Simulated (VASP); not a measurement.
# Si2Ni (Fm-3m) in VASP: notebook, part 2 of 2

VASP 6.6.1. Earlier steps stand in the parts before.

## 3. Single point, PBE, collinear spin, ferromagnetic start

This run uses another cell than the first one, of 13.44 Å³/atom, 1.020 times its volume.

INCAR reads:

```
SYSTEM = Si2Ni
ALGO     = Normal         ! electronic algorithm
EDIFF    = 1E-6           ! SCF threshold, eV
ENCUT    = 520            ! plane-wave cutoff, eV
GGA      = PE             ! functional
ISIF     = 2              ! what is computed and relaxed
ISMEAR   = 0              ! smearing method
ISPIN    = 2              ! spin polarisation
LASPH    = .TRUE.         ! aspherical terms in the spheres
LCHARG   = .FALSE.        ! write CHGCAR
LMAXMIX  = 4              ! l up to which the mixer works
LORBIT   = 11             ! projections on sites
LREAL    = .FALSE.        ! projectors in reciprocal space
LWAVE    = .FALSE.        ! write WAVECAR
MAGMOM   = 0 0 0.05       ! initial moments
NBANDS   = 20             ! bands
NELM     = 150            ! most SCF steps
PREC     = Accurate       ! precision mode
SIGMA    = 0.05           ! smearing width, eV
```

KPOINTS reads:

```
k-points
0
G
  12 12 12
  0 0 0
```

POSCAR reads:

```
Si2Ni
1.0
    0.0000000000      2.7216542978      2.7216542978
    2.7216542978      0.0000000000      2.7216542978
    2.7216542978      2.7216542978      0.0000000000
Si Ni
2 1
Direct
    0.2500000000      0.2500000000      0.2500000000
    0.7500000000      0.7500000000      0.7500000000
    0.0000000000      0.0000000000      0.0000000000
```

Potentials or basis: VASP PAW PBE potentials, release 64 (Si, Ni).

Launch:

```bash
cat potpaw_PBE.64/Si/POTCAR potpaw_PBE.64/Ni/POTCAR > POTCAR
mpirun -np 1 vasp_std > vasp.out
```

Run time: 2.2 min. Hardware: 1 thread of Intel Xeon 6975P-C, shared host; peak memory 0.24 GiB.

The run converged. Its results:

```
Free energy                                           : -17.3662 eV
Pressure                                              : -0.1 GPa
Band gap on the k mesh                                : zero (filled and empty bands overlap)
Net moment                                            : 0.00 μB per cell
Valence electrons inside the program's atomic spheres : Si 1.57; Ni 9.76
```

Levels at points of the mesh, in eV from the Fermi level:
Spin up:
| k point | band 6 | band 7 | band 8 | band 9 | band 10 | band 11 | band 12 | band 13 |
| --- | --- | --- | --- | --- | --- | --- | --- | --- |
| (0.00, 0.00, 0.00) | -3.35 | -0.42 | 1.71 | 1.71 | 1.71 | 2.36 | 2.36 | 2.36 |
| (0.50, 0.00, 0.00) | -3.18 | -3.18 | -1.35 | -1.35 | 1.80 | 1.84 | 1.84 | 2.53 |
| (0.50, 0.50, 0.00) | -3.45 | -3.45 | -3.28 | -2.97 | -0.41 | 1.50 | 7.78 | 8.19 |
Spin down:
```
           k point  band 6  band 7  band 8  band 9  band 10  band 11  band 12  band 13
(0.00, 0.00, 0.00)   -3.35   -0.42    1.71    1.71     1.71     2.36     2.36     2.36
(0.50, 0.00, 0.00)   -3.18   -3.18   -1.35   -1.35     1.80     1.84     1.84     2.53
(0.50, 0.50, 0.00)   -3.45   -3.45   -3.28   -2.97    -0.41     1.50     7.78     8.19
```

## 4. Single point, PBE, collinear spin, ferromagnetic start

This run uses another cell than the first one, of 13.44 Å³/atom, 1.020 times its volume.

INCAR reads:

```
SYSTEM = Si2Ni
PREC = Accurate
ENCUT = 520
EDIFF = 1E-6
ISMEAR = 0
SIGMA = 0.05
LREAL = .FALSE.
LASPH = .TRUE.
NELM = 150
ALGO = Normal
ISIF = 2
LWAVE = .FALSE.
LCHARG = .TRUE.
ISPIN = 2
MAGMOM = 0 0 0.5
LORBIT = 11
LMAXMIX = 4
GGA = PE
LELF = .TRUE.
LVHAR = .TRUE.
NBANDS = 20
```

KPOINTS reads:

```
regular mesh
0
G
  12 12 12
  0 0 0
```

POSCAR is that of step 3.

Potentials or basis: VASP PAW PBE potentials, release 64 (Si, Ni).

Launch:

```bash
cat potpaw_PBE.64/Si/POTCAR potpaw_PBE.64/Ni/POTCAR > POTCAR
mpirun -np 1 vasp_std > vasp.out
```

OUTCAR:

```text
SYSTEM = Si2Ni
   PREC = Accurate
   ENCUT = 520
   EDIFF = 1E-6
   ISMEAR = 0
   LREAL = .FALSE.
   LASPH = .TRUE.
   NELM = 150
   ISIF = 2
   ISPIN = 2
   LORBIT = 11
   GGA = PE

 ion  position               nearest neighbor table
   1  0.250  0.250  0.250-   3 2.36   3 2.36   3 2.36   3 2.36   2 2.72   2 2.72   2 2.72   2 2.72
                             2 2.72   2 2.72
   2  0.750  0.750  0.750-   3 2.36   3 2.36   3 2.36   3 2.36   1 2.72   1 2.72   1 2.72   1 2.72
                             1 2.72   1 2.72
   3  0.000  0.000  0.000-   2 2.36   2 2.36   2 2.36   1 2.36   1 2.36   1 2.36   2 2.36   1 2.36

[... 1333 lines left out ...]
  energy-cutoff  :      520.00
  volume of cell :       40.32
      direct lattice vectors                 reciprocal lattice vectors
     0.000000000  2.721654298  2.721654298    -0.183711796  0.183711796  0.183711796
     2.721654298  0.000000000  2.721654298     0.183711796 -0.183711796  0.183711796
     2.721654298  2.721654298  0.000000000     0.183711796  0.183711796 -0.183711796

 POSITION                                       TOTAL-FORCE (eV/Angst)
 -----------------------------------------------------------------------------------
      1.36083      1.36083      1.36083        -0.000000     -0.000000     -0.000000
      4.08248      4.08248      4.08248         0.000000      0.000000      0.000000
      0.00000      0.00000      0.00000         0.000000      0.000000      0.000000
 -----------------------------------------------------------------------------------
    total drift:                                0.000000     -0.000000     -0.000000

  FREE ENERGIE OF THE ION-ELECTRON SYSTEM (eV)
  ---------------------------------------------------
  free  energy   TOTEN  =       -17.3662378931 eV

  energy  without entropy=      -17.3646737063  energy(sigma->0) =      -17.36545580

 total charge

# of ion       s       p       d       tot
------------------------------------------
    1        0.743   0.831   0.000   1.574
    2        0.743   0.831   0.000   1.574
    3        0.548   0.771   8.437   9.756
--------------------------------------------------
tot          2.034   2.434   8.437  12.905

 magnetization (x)

# of ion       s       p       d       tot
------------------------------------------
    1       -0.000   0.000   0.000  -0.000
    2       -0.000   0.000   0.000  -0.000
    3       -0.000  -0.000   0.000   0.000
--------------------------------------------------
tot         -0.000   0.000   0.000   0.000
```

stdout:

```text
POSCAR found type information on POSCAR SiNi
 POSCAR found :  2 types and       3 ions
 scaLAPACK will be used
 LDA part: xc-table for (Slater+PW92), standard interpolation
 POSCAR, INCAR and KPOINTS ok, starting setup
 FFT: planning ... GRIDC
 FFT: planning ... GRID_SOFT
 FFT: planning ... GRID
 WAVECAR not read
 entering main loop
```

It took 2.1 min on 1 thread of Intel Xeon 6975P-C, shared host; peak memory 0.24 GiB.

What came out:

* Free energy: -17.3662 eV
* Pressure: -0.1 GPa
* Band gap on the k mesh: zero (filled and empty bands overlap)
* Net moment: 0.00 μB per cell
* Valence electrons inside the program's atomic spheres: Si 1.57; Ni 9.76

## 5. Single point, PBE, collinear spin, ferromagnetic start

This run uses another cell than the first one, of 13.44 Å³/atom, 1.020 times its volume.

INCAR reads:

```
SYSTEM = Si2Ni
ALGO     = Normal         ! electronic algorithm
EDIFF    = 1E-6           ! SCF threshold, eV
ENCUT    = 520            ! plane-wave cutoff, eV
GGA      = PE             ! functional
ISIF     = 2              ! what is computed and relaxed
ISMEAR   = 0              ! smearing method
ISPIN    = 2              ! spin polarisation
LASPH    = .TRUE.         ! aspherical terms in the spheres
LCHARG   = .FALSE.        ! write CHGCAR
LMAXMIX  = 4              ! l up to which the mixer works
LORBIT   = 11             ! projections on sites
LREAL    = .FALSE.        ! projectors in reciprocal space
LWAVE    = .FALSE.        ! write WAVECAR
MAGMOM   = 0 0 0.8        ! initial moments
NBANDS   = 20             ! bands
NELM     = 150            ! most SCF steps
PREC     = Accurate       ! precision mode
SIGMA    = 0.05           ! smearing width, eV
```

KPOINTS reads:

```
k-points
0
G
  12 12 12
  0 0 0
```

POSCAR is that of step 4.

Launch:

```bash
cat potpaw_PBE.64/Si/POTCAR potpaw_PBE.64/Ni/POTCAR > POTCAR
mpirun -np 1 vasp_std > vasp.out
```

Run time: 1.9 min. Hardware: 1 thread of Intel Xeon 6975P-C, shared host; peak memory 0.24 GiB.

The run converged. Its results:

| Item | Value |
| --- | --- |
| Free energy | -17.3662 eV |
| Pressure | 0.0 GPa |
| Band gap on the k mesh | zero (filled and empty bands overlap) |
| Net moment | 0.00 μB per cell |
| Valence electrons inside the program's atomic spheres | Si 1.57; Ni 9.76 |

Levels at points of the mesh, in eV from the Fermi level:
Spin up:
| k point | band 7 | band 8 | band 9 | band 10 | band 11 | band 12 |
| --- | --- | --- | --- | --- | --- | --- |
| (0.00, 0.00, 0.00) | -0.42 | 1.71 | 1.71 | 1.71 | 2.36 | 2.36 |
| (0.50, 0.00, 0.00) | -3.18 | -1.35 | -1.35 | 1.80 | 1.84 | 1.84 |
| (0.50, 0.50, 0.00) | -3.45 | -3.28 | -2.97 | -0.41 | 1.50 | 7.79 |
Spin down:
```tsv
k point	band 6	band 7	band 8	band 9	band 10	band 11	band 12	band 13
(0.00, 0.00, 0.00)	-3.35	-0.42	1.71	1.71	1.71	2.36	2.36	2.36
(0.50, 0.00, 0.00)	-3.18	-3.18	-1.35	-1.35	1.80	1.84	1.84	2.53
(0.50, 0.50, 0.00)	-3.45	-3.45	-3.28	-2.97	-0.41	1.50	7.79	8.19
```
